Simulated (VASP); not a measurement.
# Ti2B2Os (P-3m1) in VASP: further runs

The runs below take Ti2B2Os through single point, relaxation of cell and atoms, with PBE.

All numbers are computed with VASP 6.6.1; they aren't measurements. Logs are shortened: lines on timing, memory, paths and dates and some standing lists are left out, and cuts for length are marked.

**1. The cell of the first run**

Symmetry: P-3m1, No. 164, trigonal system. The conventional cell has a = 3.797 Å, b = 3.797 Å, c = 4.880 Å, α = 90.00°, β = 90.00°, γ = 120.00°. Within 3.0 Å of Ti (site symmetry 3m) lie 5 B at 2.28 to 2.46 Å and 3 Os at 2.67 Å and 3 Ti at 2.85 Å. Within 3.0 Å of B (site symmetry 3m) lie 5 Ti at 2.28 to 2.46 Å and 3 Os at 2.37 Å and 3 B at 2.83 Å. Within 3.1 Å of Os (site symmetry -3m) lie 6 B at 2.37 Å and 6 Ti at 2.67 Å.

The cell was generated, and may not be a known phase.

**2. Single point, PBE, collinear spin**

INCAR reads:

```
SYSTEM = Ti2B2Os
ALGO = Fast
EDIFF = 1E-7
ENCUT = 520
GGA = PE
ISIF = 2
ISMEAR = 0
ISPIN = 2
LASPH = .True.
LCHARG = .True.
LELF = .True.
LMAXMIX = 4
LORBIT = 11
LREAL = .False.
LVHAR = .True.
LWAVE = .False.
MAGMOM = 1 1 0 0 1
NBANDS = 31
NELM = 150
PREC = Accurate
SIGMA = 0.1
```

KPOINTS reads:

```
k-points
0
Gamma
  6 6 4
  0 0 0
```

POSCAR reads:

```
Ti2B2Os
1.0
    3.7973291949      0.0000000000      0.0000000000
   -1.8986645975      3.2885835494      0.0000000000
    0.0000000000      0.0000000000      4.8797495889
Ti B Os
2 2 1
Direct
    0.3333333333      0.6666666667      0.6860680693
    0.6666666667      0.3333333333      0.3139319307
    0.3333333333      0.6666666667      0.1826481251
    0.6666666667      0.3333333333      0.8173518749
    0.0000000000      0.0000000000      0.0000000000
```

Potentials or basis: VASP PAW PBE potentials, release 64 (Ti_sv, B, Os).

Run with:

```console
cat potpaw_PBE.64/Ti_sv/POTCAR potpaw_PBE.64/B/POTCAR potpaw_PBE.64/Os/POTCAR > POTCAR
mpirun -np 1 vasp_std > vasp.out
```

OUTCAR:

```text
SYSTEM = Ti2B2Os
   EDIFF = 1E-7
   ENCUT = 520
   GGA = PE
   ISIF = 2
   ISMEAR = 0
   ISPIN = 2
   LASPH = .True.
   LORBIT = 11
   LREAL = .False.
   NELM = 150
   PREC = Accurate

 ion  position               nearest neighbor table
   1  0.333  0.667  0.686-   4 2.28   4 2.28   4 2.28   3 2.42   3 2.46   5 2.67   5 2.67   5 2.67
                             2 2.85   2 2.85   2 2.85
   2  0.667  0.333  0.314-   3 2.28   3 2.28   3 2.28   4 2.42   4 2.46   5 2.67   5 2.67   5 2.67
                             1 2.85   1 2.85   1 2.85
   3  0.333  0.667  0.183-   2 2.28   2 2.28   2 2.28   5 2.37   5 2.37   5 2.37   1 2.42   1 2.46

   4  0.667  0.333  0.817-   1 2.28   1 2.28   1 2.28   5 2.37   5 2.37   5 2.37   2 2.42   2 2.46

   5  0.000  0.000  0.000-   3 2.37   4 2.37   4 2.37   3 2.37   4 2.37   3 2.37   1 2.67   2 2.67
                             1 2.67   2 2.67   2 2.67   1 2.67

  LATTYP: Found a hexagonal cell.
 ALAT       =     3.7973291949
 C/A-ratio  =     1.2850478161

  Lattice vectors:

 A1 = (   3.7973291949,   0.0000000000,   0.0000000000)
 A2 = (  -1.8986645975,   3.2885835494,   0.0000000000)
 A3 = (   0.0000000000,   0.0000000000,   4.8797495889)

Analysis of symmetry for initial positions (statically):
=====================================================================
 Subroutine PRICEL returns:
 Original cell was already a primitive cell.

 Routine SETGRP: Setting up the symmetry group for a
 hexagonal supercell.

 Subroutine GETGRP returns: Found 12 space group operations
 (whereof 12 operations were pure point group operations)
 out of a pool of 24 trial point group operations.

The static configuration has the point symmetry D_3d.

Analysis of symmetry for dynamics (positions and initial velocities):
=====================================================================
 Subroutine PRICEL returns:
 Original cell was already a primitive cell.

 Routine SETGRP: Setting up the symmetry group for a
 hexagonal supercell.

 Subroutine GETGRP returns: Found 12 space group operations
 (whereof 12 operations were pure point group operations)
 out of a pool of 24 trial point group operations.

The dynamic configuration has the point symmetry D_3d.

Analysis of structural, dynamic, and magnetic symmetry:
=====================================================================
 Subroutine PRICEL returns:
 Original cell was already a primitive cell.

 Routine SETGRP: Setting up the symmetry group for a
 hexagonal supercell.

 Subroutine GETGRP returns: Found 12 space group operations
 (whereof 12 operations were pure point group operations)
 out of a pool of 24 trial point group operations.

The overall configuration has the point symmetry D_3d.

 Subroutine INISYM returns: Found 12 space group operations
 (whereof 12 operations are pure point group operations),
 and found     1 'primitive' translations

----------------------------------------------------------------------------------------

                                     Primitive cell

  volume of cell :      60.9375

  direct lattice vectors                    reciprocal lattice vectors
     3.797329195  0.000000000  0.000000000     0.263342984  0.152041142  0.000000000
    -1.898664598  3.288583549  0.000000000     0.000000000  0.304082285  0.000000000
     0.000000000  0.000000000  4.879749589     0.000000000  0.000000000  0.204928548

  length of vectors
     3.797329195  3.797329195  4.879749589     0.304082285  0.304082285  0.204928548

  position of ions in fractional coordinates (direct lattice)
     0.333333333  0.666666667  0.686068069
     0.666666667  0.333333333  0.313931931
     0.333333333  0.666666667  0.182648125
     0.666666667  0.333333333  0.817351875
     0.000000000  0.000000000  0.000000000

  ion indices of the primitive-cell ions
   primitive index   ion index
                 1           1
                 2           2
                 3           3
                 4           4
                 5           5

[... 26 lines left out ...]
 Following reciprocal coordinates:
            Coordinates               Weight
  0.000000  0.000000  0.000000      1.000000
  0.166667  0.000000  0.000000      6.000000
  0.333333  0.000000  0.000000      6.000000
  0.500000  0.000000  0.000000      3.000000
  0.166667  0.166667  0.000000      6.000000
  0.333333  0.166667  0.000000     12.000000
[... 16 lines left out ...]
  0.333333  0.166667  0.500000     12.000000
  0.333333  0.333333  0.500000      2.000000
   k-points           NKPTS =     24   k-points in BZ     NKDIM =     24   number of bands    NBANDS=     31
   number of dos      NEDOS =    301   number of ions     NIONS =      5
   total plane-waves  NPLWV =  28224
   dimension x,y,z NGX =    28 NGY =   28 NGZ =   36
   dimension x,y,z NGXF=    56 NGYF=   56 NGZF=   72
   ions per type =               2   2   1
   NGX,Y,Z   is equivalent  to a cutoff of  12.26, 12.26, 12.26 a.u.
   NGXF,Y,Z  is equivalent  to a cutoff of  24.52, 24.52, 24.53 a.u.
 SYSTEM =  Ti2B2Os
   PREC   = accura    normal or accurate (medium, high low for compatibility)
   ISTART =      0    job   : 0-new  1-cont  2-samecut
   ICHARG =      2    charge: 1-file 2-atom 10-const
   ISPIN  =      2    spin polarized calculation?
   LNONCOLLINEAR =      F non collinear calculations
   LSORBIT =      F    spin-orbit coupling
   LASPH  =      T    aspherical Exc in radial PAW
   ENCUT  =  520.0 eV  38.22 Ry    6.18 a.u.   7.06  7.06  9.07*2*pi/ulx,y,z
   NELM   =    150;   NELMIN=  2; NELMDL= -5     # of ELM steps
   EDIFF  = 0.1E-06   stopping-criterion for ELM
   LREAL  =      F    real-space projection
   EDIFFG = 0.1E-05   stopping-criterion for IOM
   NSW    =      0    number of steps for IOM
   IBRION =     -1    ionic relax: 0-MD 1-quasi-New 2-CG
   NFREE  =      0    steps in history (QN), initial steepest desc. (CG)
   ISIF   =      2    stress and relaxation
   ISYM   =      2    0-nonsym 1-usesym 2-fastsym
   POTIM  = 0.5000    time-step for ionic-motion
   TEBEG  =    0.0;   TEEND  =   0.0 temperature during run
   PSTRESS=    0.0 pullay stress
   NELECT =      38.0000    total number of electrons
   NUPDOWN=      -1.0000    fix difference up-down
   EMIN   =  10.00;   EMAX   =-10.00  energy-range for DOS
   EFERMI =   0.00;   METHOD = LEGACY
   ISMEAR =     0;   SIGMA  =   0.10  broadening in eV -4-tet -1-fermi 0-gaus
   EFERMI_NEDOS =   21; number of points for ismear=-14 and -15
   IALGO  =     68    algorithm
   IMIX   =      4    mixing-type and parameters
     AMIX     =   0.40;   BMIX     =  1.00
     AMIX_MAG =   1.60;   BMIX_MAG =  1.00
  volume/ion in A,a.u.               =      12.19        82.25
  Fermi-wavevector in a.u.,A,eV,Ry     =   1.398646  2.643058 26.615862  1.956211
  Thomas-Fermi vector in A             =   2.521784
   LORBIT       =     11    0 simple, 1 ext, 2 COOP (PROOUT), +10 PAW based schemes
   GGA     = PE    functional components
   LHFCALC =     F    Hartree Fock is set to
   AEXX    =    0.0000 exact exchange contribution
   IVDW    =     0    specifies the selected vdW correction
   LEPSILON=     F    determine dielectric tensor
   LRPA    =     F    only Hartree local field effects (RPA)
 spin polarized calculation
 RMM-DIIS sequential band-by-band and
 Gauss-broadening in eV      SIGMA  =   0.10
  energy-cutoff  :      520.00
  volume of cell :       60.94
 maximum number of plane-waves:      1659
   NGX = 15   NGY = 15   NGZ = 19

 number of electron      38.0000000 magnetization       0.4188956

 Free energy of the ion-electron system (eV)
  ---------------------------------------------------
  ext. energy  EPLUGINS =         0.00000000
  ---------------------------------------------------
  free energy    TOTEN  =       -41.60098370 eV

  energy without entropy =      -41.58427386  energy(sigma->0) =      -41.59262878

 E-fermi :   8.5111     XC(G=0): -12.3023

 val. band max:        8.5025548223   @ k =   0.0000   0.1667   0.2500
 cond. band min:       8.5227828632   @ k =   0.3333   0.3333   0.2500
 fundamental gap:      0.0202280408
 Fermi energy:         8.5110551770

 spin component 1

 k-point     1 :       0.0000    0.0000    0.0000
  band No.  band energies     occupation
      1     -48.5621      1.00000
      2     -48.4795      1.00000
      3     -24.9702      1.00000
      4     -24.8627      1.00000
      5     -24.8627      1.00000
      6     -24.7165      1.00000
[... 805 lines left out ...]
     30      15.8768      0.00000
     31      15.8790      0.00000
 Fermi energy:         8.5110551770

 spin component 2

 k-point     1 :       0.0000    0.0000    0.0000
  band No.  band energies     occupation
      1     -48.4029      1.00000
      2     -48.3211      1.00000
      3     -24.7892      1.00000
      4     -24.7117      1.00000
      5     -24.7117      1.00000
      6     -24.5598      1.00000
[... 805 lines left out ...]
     30      15.8953      0.00000
     31      15.8974      0.00000

------------------------ aborting loop because EDIFF is reached ----------------------------------------

  FORCE on cell =-STRESS in cart. coord.  units (eV):
  Direction    XX          YY          ZZ          XY          YZ          ZX
  --------------------------------------------------------------------------------------
  -------------------------------------------------------------------------------------
  Total        0.0798928      0.0798928      0.1478100     -0.0000000      0.0000000      0.0000000
  in kB        2.1005514      2.1005514      3.8862416     -0.0000000      0.0000000      0.0000000
  external PRESSURE =       2.6957815 kB  Pullay stress =       0.0000000 kB

 VOLUME and BASIS-vectors are now :
 -----------------------------------------------------------------------------
  energy-cutoff  :      520.00
  volume of cell :       60.94
      direct lattice vectors                 reciprocal lattice vectors
     3.797329195  0.000000000  0.000000000     0.263342984  0.152041142  0.000000000
    -1.898664598  3.288583549  0.000000000     0.000000000  0.304082285  0.000000000
     0.000000000  0.000000000  4.879749589     0.000000000  0.000000000  0.204928548

 POSITION                                       TOTAL-FORCE (eV/Angst)
 -----------------------------------------------------------------------------------
     -0.00000      2.19239      3.34784         0.000000     -0.000000      0.021156
      1.89866      1.09619      1.53191        -0.000000      0.000000     -0.021156
     -0.00000      2.19239      0.89128         0.000000      0.000000      0.002282
      1.89866      1.09619      3.98847         0.000000     -0.000000     -0.002282
      0.00000      0.00000      0.00000         0.000000      0.000000      0.000000
 -----------------------------------------------------------------------------------
    total drift:                                0.000000     -0.000000     -0.000000

  FREE ENERGIE OF THE ION-ELECTRON SYSTEM (eV)
  ---------------------------------------------------
  free  energy   TOTEN  =       -41.6009837044 eV

  energy  without entropy=      -41.5842738585  energy(sigma->0) =      -41.59262878

 total charge

# of ion       s       p       d       tot
------------------------------------------
    1        2.214   6.184   1.973  10.372
    2        2.214   6.184   1.973  10.372
    3        0.694   1.116   0.000   1.809
    4        0.694   1.116   0.000   1.809
    5        0.658   0.721   6.118   7.497
--------------------------------------------------
tot          6.473  15.320  10.065  31.859

 magnetization (x)

# of ion       s       p       d       tot
------------------------------------------
    1        0.003   0.006   0.165   0.174
    2        0.003   0.006   0.165   0.174
    3       -0.002  -0.003   0.000  -0.005
    4       -0.002  -0.003   0.000  -0.005
    5        0.001  -0.001  -0.001  -0.001
--------------------------------------------------
tot          0.002   0.005   0.329   0.337
```

It took 2.2 min on 1 thread of Intel Xeon 6975P-C (Granite Rapids), shared host; peak memory 0.24 GiB.

Results:

- Free energy: -41.6010 eV
- Pressure: 0.3 GPa
- Largest force: 0.021 eV/Å
- Net moment: 0.42 μB per cell
- Site moments: Ti +0.17; B -0.01; Os -0.00 μB
- Valence electrons inside the program's atomic spheres: Ti 10.37; B 1.81; Os 7.50

Forces in eV/Å, atoms in the order of the input:
```
Ti   0.000  0.000  0.021
Ti   0.000  0.000 -0.021
B    0.000  0.000  0.002
B    0.000  0.000 -0.002
Os   0.000  0.000  0.000
```

Caveat: a moment this small can come from the mesh or the smearing; spin-orbit coupling is left out, which moves the levels of the heavy elements.

**3. Relaxation of cell and atoms, PBE**

INCAR reads:

```
SYSTEM = Ti2B2Os
PREC     = Accurate       ! precision mode
ENCUT    = 600            ! plane-wave cutoff, eV
EDIFF    = 1E-6           ! SCF threshold, eV
ISMEAR   = 0              ! smearing method
SIGMA    = 0.1            ! smearing width, eV
LREAL    = .False.        ! projectors in reciprocal space
LASPH    = .True.         ! aspherical terms in the spheres
NELM     = 60             ! most SCF steps
ALGO     = Fast           ! electronic algorithm
ISIF     = 3              ! what is computed and relaxed
LWAVE    = .False.        ! write WAVECAR
LCHARG   = .False.        ! write CHGCAR
GGA      = PE             ! functional
IBRION   = 2              ! ionic algorithm
NSW      = 100            ! ionic steps
EDIFFG   = -0.01          ! ionic threshold
```

KPOINTS reads:

```
regular mesh
0
Gamma
  12 12 8
  0 0 0
```

POSCAR is that of step 2.

Potentials or basis: VASP PAW PBE potentials, release 64 (Ti_sv, B, Os).

Run with:

```console
cat potpaw_PBE.64/Ti_sv/POTCAR potpaw_PBE.64/B/POTCAR potpaw_PBE.64/Os/POTCAR > POTCAR
mpirun -np 1 vasp_std > vasp.out
```

Run time: 28 min. Hardware: 1 thread of Intel Xeon 6975P-C (Granite Rapids), shared host; peak memory 0.39 GiB.

Results (log left out):

```
Free energy                           : -41.6114 eV
Relaxed volume                        : 12.26 Å³/atom
Relaxed cell                          : a = 3.832 Å, b = 3.832 Å, c = 4.818 Å, α = 90.00°, β = 90.00°, γ = 120.00°
Space group after relaxing (to 0.1 Å) : P-3m1 (No. 164)
Energy gained by relaxing             : 1.0 meV/atom
Ionic steps                           : 18
Pressure after relaxing               : 0.0 GPa
Largest force after relaxing          : 0.004 eV/Å
Band gap on the k mesh                : zero (bands 19 and 20 overlap by 1.54 eV)
```

Forces on the atoms (eV/Å):
```
Ti   0.000  0.000  0.004
Ti   0.000  0.000 -0.004
B    0.000  0.000  0.000
B    0.000  0.000  0.000
Os   0.000  0.000  0.000
```

Stress tensor (GPa, compression positive):
```
0.00 0.00 0.00
0.00 0.00 0.00
0.00 0.00 0.12
```

Step by step:
| step | energy change (eV) | largest force (eV/Å) | pressure (GPa) | volume (Å³) |
| --- | --- | --- | --- | --- |
| 1 | 0.0000 | 0.0790 | 0.19 | 60.94 |
| 2 | -0.0006 | 0.0441 | -0.16 | 61.07 |
| 3 | -0.0007 | 0.0475 | -0.36 | 61.14 |
| 4 | -0.0011 | 0.0272 | -0.02 | 61.05 |
| 5 | -0.0011 | 0.0241 | 0.06 | 61.03 |
| 6 | -0.0012 | 0.0187 | 0.09 | 61.04 |
| 7 | -0.0018 | 0.0211 | 0.12 | 61.06 |
| 8 | -0.0027 | 0.0474 | 0.18 | 61.10 |
| 9 | -0.0036 | 0.0990 | 0.27 | 61.18 |
| 10 | -0.0037 | 0.0971 | 0.24 | 61.20 |
| 11 | -0.0040 | 0.0916 | 0.08 | 61.25 |
| 12 | -0.0041 | 0.0797 | -0.24 | 61.36 |
| 13 | -0.0041 | 0.0825 | -0.17 | 61.33 |
| 14 | -0.0043 | 0.0723 | -0.13 | 61.32 |
| 15 | -0.0047 | 0.0398 | 0.00 | 61.29 |
| 16 | -0.0048 | 0.0240 | 0.25 | 61.22 |
| 17 | -0.0049 | 0.0044 | 0.15 | 61.25 |
| 18 | -0.0049 | 0.0040 | 0.04 | 61.29 |

Final structure:
```cif
data_structure
_symmetry_space_group_name_H-M 'P 1'
_symmetry_Int_Tables_number 1
_cell_length_a 3.8324
_cell_length_b 3.8324
_cell_length_c 4.8181
_cell_angle_alpha 90.000
_cell_angle_beta 90.000
_cell_angle_gamma 120.000
_cell_volume 61.29
loop_
_atom_site_label
_atom_site_type_symbol
_atom_site_fract_x
_atom_site_fract_y
_atom_site_fract_z
_atom_site_occupancy
Ti1 Ti 0.33333 0.66667 0.69448 1
Ti2 Ti 0.66667 0.33333 0.30552 1
B1 B 0.33333 0.66667 0.19221 1
B2 B 0.66667 0.33333 0.80779 1
Os1 Os 0.00000 0.00000 0.00000 1
```

Levels at points of the mesh, in eV from the Fermi level:
| k point | band 17 | band 18 | band 19 | band 20 | band 21 | band 22 |
| --- | --- | --- | --- | --- | --- | --- |
| (0.00, 0.00, 0.00) | -2.14 | 0.23 | 1.30 | 1.30 | 1.63 | 1.63 |
| (0.50, 0.00, 0.00) | -2.17 | -1.56 | -1.01 | -0.23 | 0.98 | 1.08 |
| (0.00, 0.00, 0.50) | -2.07 | -0.91 | 0.06 | 0.93 | 0.93 | 1.30 |
| (0.50, 0.00, 0.50) | -2.45 | -1.86 | -1.34 | 0.67 | 0.75 | 0.94 |

Caveat: spin-orbit coupling is left out, which moves the levels of the heavy elements.

The gap in the log of VASP goes by the Fermi energy; the results here count the filled bands.